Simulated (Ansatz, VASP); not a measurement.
**Rb in VASP and in Ansatz**

```
Rb
1.0
     4.65349    0.00000    0.00000
     0.00000    4.65349    0.00000
     0.00000    0.00000    4.65349
Rb
1
Direct
  0.00000 0.00000 0.00000
```

Alike in both runs: task single point; functional BLYP; k mesh 8 × 8 × 8; occupations fermi-dirac, width 0.1 eV; no spin polarisation.

|  | VASP | Ansatz |
| --- | --- | --- |
| version | VASP 6.6.1 | Ansatz 0.2.0 |
| potentials or method | VASP PAW PBE potentials, release 64 (Rb_sv), cutoff 520 eV | plane waves (420 eV) with PAW, scalar-relativistic |
| valence electrons in the cell | 9 | 9 |

|  | VASP | Ansatz | Ansatz less VASP |
| --- | --- | --- | --- |
| pressure (GPa) | 0.2 | 0.2 | 0.00 |

VASP's potentials were made for PBE, not for BLYP. The functional is the same, so the differences come from potentials, cutoffs and numerics.
